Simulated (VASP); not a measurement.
Input of a VASP 6.6.1 run:

The input INCAR:

```
SYSTEM = Ir
PREC = Accurate
ENCUT = 600
EDIFF = 1E-6
ISMEAR = 0
SIGMA = 0.1
LREAL = .False.
LASPH = .True.
NELM = 80
ALGO = Normal
ISIF = 3
LWAVE = .False.
LCHARG = .False.
GGA = PS
IBRION = 2
NSW = 100
EDIFFG = -0.005
```

File KPOINTS:

```
regular mesh
0
Gamma
  18 18 10
  0 0 0
```

The input POSCAR:

```
Ir
1.0
    2.7164606763      0.0000000000      0.0000000000
   -1.3582303382      2.3525239541      0.0000000000
    0.0000000000      0.0000000000      4.4075463864
Ir
2
Direct
    0.6666666667      0.3333333333      0.7500000000
    0.3333333333      0.6666666667      0.2500000000
```

Potentials or basis: VASP PAW PBE potentials, release 64 (Ir).

The run is started by

```bash
$ cat potpaw_PBE.64/Ir/POTCAR > POTCAR
$ mpirun -np 1 vasp_std > vasp.out
```

Question: Predict the relaxed volume.

Answer: 14.15 Å³/atom.

Question: What does it give for the relaxed cell?

Answer: a = 2.721 Å, b = 2.721 Å, c = 4.412 Å, α = 90.00°, β = 90.00°, γ = 120.00°.

Question: Predict the space group after relaxing (to 0.1 Å).

Answer: P6_3/mmc (No. 194).

Question: Predict the band gap on the k mesh.

Answer: Zero (bands 9 and 10 overlap by 3.36 eV).

Final structure:
```xyz
2
Lattice="2.7214 0.0000 0.0000 -1.3607 2.3568 0.0000 0.0000 0.0000 4.4121" Properties=species:S:1:pos:R:3 pbc="T T T"
Ir    1.3607    0.7856    3.3091
Ir    0.0000    1.5712    1.1030
```

Caveat: the PAW data sets were made with another functional, which shifts forces and pressure a little; spin-orbit coupling is left out, which moves the levels of the heavy elements.
